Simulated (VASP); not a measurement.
# Bi (I4/mmm) in VASP: further runs, part 2 of 2

VASP 6.6.1. The steps go on from the part before.

## (4) Single point, LDA

This run uses another cell than the first one.

INCAR reads:

```
PREC = Accurate
ENCUT = 520
EDIFF = 1E-7
ISMEAR = 1
SIGMA = 0.1
LREAL = F
LASPH = T
NELM = 60
ALGO = Normal
ISIF = 2
LWAVE = F
LCHARG = F
GGA = CA
NBANDS = 14
```

KPOINTS reads:

```
regular mesh
0
Gamma
  6 6 6
```

POSCAR reads:

```
Bi
1.0
   -4.2409305653      4.2409305653      1.4561192250
    4.2409305653     -4.2409305653      1.4561192250
    4.2409305653      4.2409305653     -1.4561192250
Bi
1
Direct
    0.0000000000      0.0000000000      0.0000000000
```

Potentials or basis: VASP PAW LDA potentials, release 64 (Bi_d).

The run is started by

```console
$ cat potpaw_LDA.64/Bi_d/POTCAR > POTCAR
$ mpirun -np 1 vasp_std > vasp.out
```

OUTCAR:

```text
PREC = Accurate
   ENCUT = 520
   EDIFF = 1E-7
   ISMEAR = 1
   LREAL = F
   LASPH = T
   NELM = 60
   ISIF = 2
   GGA = CA

 ion  position               nearest neighbor table
   1  0.000  0.000  0.000-

  LATTYP: Found a body centered tetragonal cell.
 ALAT       =     8.4818611306
 C/A-ratio  =     0.3433489897

  Lattice vectors:

 A1 = (  -4.2409305653,   4.2409305653,   1.4561192250)
 A2 = (   4.2409305653,  -4.2409305653,   1.4561192250)
 A3 = (   4.2409305653,   4.2409305653,  -1.4561192250)

Analysis of symmetry for initial positions (statically):
=====================================================================
 Subroutine PRICEL returns:
 Original cell was already a primitive cell.

 Routine SETGRP: Setting up the symmetry group for a
 body centered tetragonal supercell.

 Subroutine GETGRP returns: Found 16 space group operations
 (whereof 16 operations were pure point group operations)
 out of a pool of 16 trial point group operations.

The static configuration has the point symmetry D_4h.

Analysis of symmetry for dynamics (positions and initial velocities):
=====================================================================
[... 163 lines left out ...]

 k-point     1 :       0.0000    0.0000    0.0000
  band No.  band energies     occupation
      1     -23.8669      2.00000
      2     -23.5833      2.00000
      3     -23.5832      2.00000
      4     -23.3272      2.00000
      5     -23.3272      2.00000
      6     -12.6660      2.00000
      7      -2.4190      2.00000
      8      -2.4190      2.00000
      9       1.4639      0.00000
     10       3.3037      0.00000
     11       6.0547      0.00000
     12       6.5887      0.00000
     13       6.5887      0.00000
     14       7.2579      0.00000
[... 377 lines left out ...]
      1     -23.5943      2.00000
      2     -23.5943      2.00000
      3     -23.5542      2.00000
      4     -23.5542      2.00000
      5     -23.1149      2.00000
      6      -9.3075      2.00000
      7      -4.5431      2.00000
      8       0.5408      0.00000
      9       0.5436      0.00000
     10       4.9684      0.00000
     11       5.0610      0.00000
     12       6.0446      0.00000
     13       7.0629      0.00000
     14       7.6516      0.00000

 [... further k-points ...]
[... 5 lines left out ...]
  --------------------------------------------------------------------------------------
  -------------------------------------------------------------------------------------
  Total       -0.0882955     -0.0882955     -0.1511512      0.0000000      0.0000000      0.0000000
  in kB       -1.3504238     -1.3504238     -2.3117615      0.0000000      0.0000000      0.0000000
  external PRESSURE =      -1.6708697 kB  Pullay stress =       0.0000000 kB

 VOLUME and BASIS-vectors are now :
 -----------------------------------------------------------------------------
  energy-cutoff  :      520.00
  volume of cell :      104.76
      direct lattice vectors                 reciprocal lattice vectors
    -4.240930565  4.240930565  1.456119225     0.000000000  0.117898653  0.343378476
     4.240930565 -4.240930565  1.456119225     0.117898653  0.000000000  0.343378476
     4.240930565  4.240930565 -1.456119225     0.117898653  0.117898653  0.000000000

 POSITION                                       TOTAL-FORCE (eV/Angst)
 -----------------------------------------------------------------------------------
      0.00000      0.00000      0.00000         0.000000      0.000000      0.000000
 -----------------------------------------------------------------------------------
    total drift:                               -0.000000     -0.000000      0.000000

  FREE ENERGIE OF THE ION-ELECTRON SYSTEM (eV)
  ---------------------------------------------------
  free  energy   TOTEN  =        -3.1480422487 eV

  energy  without entropy=       -3.1514853952  energy(sigma->0) =       -3.14918996
```

stdout:

```text
POSCAR found type information on POSCAR Bi
 POSCAR found :  1 types and       1 ions
 scaLAPACK will be used
 LDA part: xc-table for (Slater(with rela. corr.)+CA(PZ))
 , standard interpolation
 POSCAR, INCAR and KPOINTS ok, starting setup
 FFT: planning ... GRIDC
 FFT: planning ... GRID_SOFT
 FFT: planning ... GRID
 WAVECAR not read
 entering main loop
```

Wall time 1.9 min (1 thread of Intel Xeon 8259CL, shared host); peak memory 0.24 GiB.

What came out:

- Free energy: -3.1480 eV
- Pressure: -0.2 GPa
- Band gap on the k mesh: zero (an odd number of electrons rules out a gap without spin polarisation)

Stress tensor (GPa, compression positive):
```
-0.14  0.00  0.00
 0.00 -0.14  0.00
 0.00  0.00 -0.23
```

Caveat: the k points lie up to 0.38 Å⁻¹ apart, too coarse for converged energies and pressures of a metal; spin-orbit coupling is left out, which moves the levels of the heavy elements.

## (5) Single point, LDA

This run uses another cell than the first one.

INCAR reads:

```
SYSTEM = Bi
PREC = Accurate ; ENCUT = 520
EDIFF = 1E-6 ; ISMEAR = 1
SIGMA = 0.1 ; LREAL = .False.
LASPH = .True. ; NELM = 60
ALGO = Normal ; ISIF = 2
LWAVE = .False. ; LCHARG = .False.
NBANDS = 14
```

KPOINTS reads:

```
regular mesh
0
Gamma
  6 6 6
  0 0 0
```

POSCAR reads:

```
Bi
1.0
   -4.2364826957      4.2364826957      1.4492469935
    4.2364826957     -4.2364826957      1.4492469935
    4.2364826957      4.2364826957     -1.4492469935
Bi
1
Direct
    0.0000000000      0.0000000000      0.0000000000
```

The run is started by

```console
$ cat potpaw_LDA.64/Bi_d/POTCAR > POTCAR
$ mpirun -np 1 vasp_std > vasp.out
```

It took 1.7 min on 1 thread of Intel Xeon 8259CL, shared host; peak memory 0.25 GiB.

The run converged. Its results:

- Free energy: -3.1479 eV
- Pressure: 0.0 GPa
- Band gap on the k mesh: zero (an odd number of electrons rules out a gap without spin polarisation)

Stress tensor (GPa, compression positive):
```
-0.13  0.00  0.00
 0.00 -0.13  0.00
 0.00  0.00  0.41
```

Levels at points of the mesh, in eV from the Fermi level:
```csv
k point,band 5,band 6,band 7,band 8,band 9,band 10,band 11,band 12
"(0.00, 0.00, 0.00)",-21.59,-10.97,-0.72,-0.72,3.17,5.01,7.77,8.30
"(0.50, 0.00, 0.00)",-21.37,-7.54,-2.85,2.29,2.30,6.50,6.74,8.51
"(0.50, 0.50, 0.00)",-21.59,-10.96,-1.13,-0.68,4.25,5.45,6.26,8.17
"(0.50, 0.50, 0.50)",-21.59,-10.95,-1.06,-1.06,4.32,6.93,6.93,7.56
```

Caveat: the k points lie up to 0.38 Å⁻¹ apart, too coarse for converged energies and pressures of a metal; spin-orbit coupling is left out, which moves the levels of the heavy elements.

## (6) The runs side by side

```csv
cell,gap on the mesh (eV),pressure (GPa)
"a = 6.189 Å, angles 93.1, 93.1, 153.3°, 1 atom",none,0.6
"a = 6.188 Å, angles 93.1, 93.1, 152.9°, 1 atom",none,0.1
"a = 6.172 Å, angles 93.2, 93.2, 152.7°, 1 atom",none,-0.2
"a = 6.164 Å, angles 93.2, 93.2, 152.8°, 1 atom",none,0.0
```

Alike in all rows: task single point; level LDA; potentials or basis VASP PAW LDA potentials, release 64 (Bi_d); no spin polarisation; k mesh 6 × 6 × 6; cutoff (eV) 520; smearing methfessel-paxton 0.1 eV.

Caveats: all runs use coarse meshes; spin-orbit coupling is left out, which moves the levels of the heavy elements.

Absolute energies hang on the potentials; compare differences alone.
